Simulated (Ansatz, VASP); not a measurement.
Sn: VASP beside Ansatz

Contents of INCAR:

```
ALGO = Fast
EDIFF = 1E-6
ENCUT = 520
GGA = PS
ISIF = 2
ISMEAR = 0
LASPH = T
LCHARG = F
LREAL = F
LWAVE = F
NBANDS = 13
NELM = 80
PREC = Accurate
SIGMA = 0.15
```

The input KPOINTS:

```
k-points
0
Gamma
  22 22 22
```

File POSCAR:

```
Sn
1.0
   -1.6725489275      1.7200244133      2.4917424655
    1.6725489275     -1.7200244133      2.4917424655
    1.6725489275      1.7200244133     -2.4917424655
Sn
1
Direct
    0.0000000000      0.0000000000      0.0000000000
```

Input for Ansatz:

```yaml
crystal:
  lattice:
    - [-1.6725489275, 1.7200244133, 2.4917424655]
    - [1.6725489275, -1.7200244133, 2.4917424655]
    - [1.6725489275, 1.7200244133, -2.4917424655]
  atoms:
    - { symbol: Sn, position: [0.0, 0.0, 0.0] }
basis:
  ecutwfc: 420
kpoints:
  mp_grid: { grid: [22, 22, 22] }
hamiltonian:
  xc: pbesol
scf:
  occupations: { method: gaussian, width: 0.15 }
output:
  forces: true
  stress: true
  eigenvalues: true
```

Alike in both runs: task single point; functional PBEsol; k mesh 22 × 22 × 22; occupations gaussian, width 0.15 eV; no spin polarisation.

|  | VASP | Ansatz |
| --- | --- | --- |
| version | VASP 6.6.1 | Ansatz 0.2.0 |
| potentials or method | VASP PAW PBE potentials, release 64 (Sn_d), cutoff 520 eV | scalar-relativistic, plane waves, PAW |
| valence electrons in the cell | 14 | 14 |

Ansatz gave:

```
gap on the k mesh at the Fermi level (eV)                     : none
pressure (GPa)                                                : -3.6
traceless stress, the component that is largest in VASP (GPa) : 0.52
```

Which values does VASP return?

gap on the k mesh at the Fermi level (eV): none; pressure (GPa): -3.5; traceless stress, the component that is largest in VASP (GPa): 0.52.

VASP's potentials were made for PBE, not for PBEsol. A gap of «none» marks a metal or a gap that the smearing closes.
